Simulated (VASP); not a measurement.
A run of VASP 6.6.1:

File INCAR:

```
SYSTEM = SiB2
PREC = Accurate
ENCUT = 500
EDIFF = 1E-6
ISMEAR = 0
SIGMA = 0.1
LREAL = .FALSE.
LASPH = .TRUE.
NELM = 120
ALGO = Normal
ISIF = 2
LWAVE = .FALSE.
LCHARG = .FALSE.
GGA = PE
NBANDS = 19
GGA_COMPAT = .FALSE.
```

File KPOINTS:

```
Automatic mesh
0
G
  4 4 4
  0 0 0
```

Contents of POSCAR:

```
SiB2
1.0
    4.1388060500      0.0000000000      0.0000000000
    0.0000000000      4.1388060500      0.0000000000
    0.0000000000      0.0000000000      4.1265827000
Si B
2 4
Direct
    0.5000000000      0.5000000000      0.0000000000
    0.0000000000      0.0000000000      0.5000000000
    0.1548886100      0.3451113900      0.2500000000
    0.8451113900      0.6548886100      0.2500000000
    0.3451113900      0.8451113900      0.7500000000
    0.6548886100      0.1548886100      0.7500000000
```

Potentials or basis: VASP PAW PBE potentials, release 64 (Si, B).

Run with:

```console
$ cat potpaw_PBE.64/Si/POTCAR potpaw_PBE.64/B/POTCAR > POTCAR
$ mpirun -np 1 vasp_std > vasp.out
```

Hardware: 1 thread of Intel(R) Xeon(R) 6975P-C (Granite Rapids), on a shared host.

Q: Estimate the wall time of this run.

A: It took 9 s on 1 thread of Intel(R) Xeon(R) 6975P-C (Granite Rapids), with other jobs on the host, peak memory 0.16 GiB. Counts: scf iterations 13, k points 18.
